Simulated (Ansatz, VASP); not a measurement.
# BeSe4 in VASP and in Ansatz

```
Be Se
1.0
    -3.71513    3.71513    2.20063
     3.71513   -3.71513    2.20063
     3.71513    3.71513   -2.20063
Be Se
1 4
Direct
  0.00000 0.00000 0.00000
  0.82958 0.72499 0.55456
  0.27501 0.82958 0.10459
  0.72499 0.17042 0.89541
  0.17042 0.27501 0.44544
```

Change from the starting cell: species swapped into the ScAg4 type (I4/m, No. 87).

Alike in both runs: functional PBE; k mesh 10 × 10 × 10; occupations gaussian, width 0.1 eV; no spin polarisation.

Ansatz relaxed the structure, and its values are those at the end. VASP's run is a single point on that final structure, the one shown.

|  | VASP | Ansatz |
| --- | --- | --- |
| version | VASP 6.6.1 | Ansatz 0.2.0 |
| potentials or method | VASP PAW PBE potentials, release 64 (Be, Se), cutoff 520 eV | scalar-relativistic, plane waves, PAW |
| valence electrons in the cell | 26 | 66 |

```tsv
	VASP	Ansatz	Ansatz less VASP
gap on the k mesh at the Fermi level (eV)	none	none	-
pressure (GPa)	0.1	0.0	-0.07
rms of the force components (eV/Å)	0.005	0.001	-0.0047
```

A gap of «none» marks a metal or a gap that the smearing closes. VASP's potentials hold 26 valence electrons a cell and Ansatz's 66, so a difference there can come from the potentials and not from the codes.
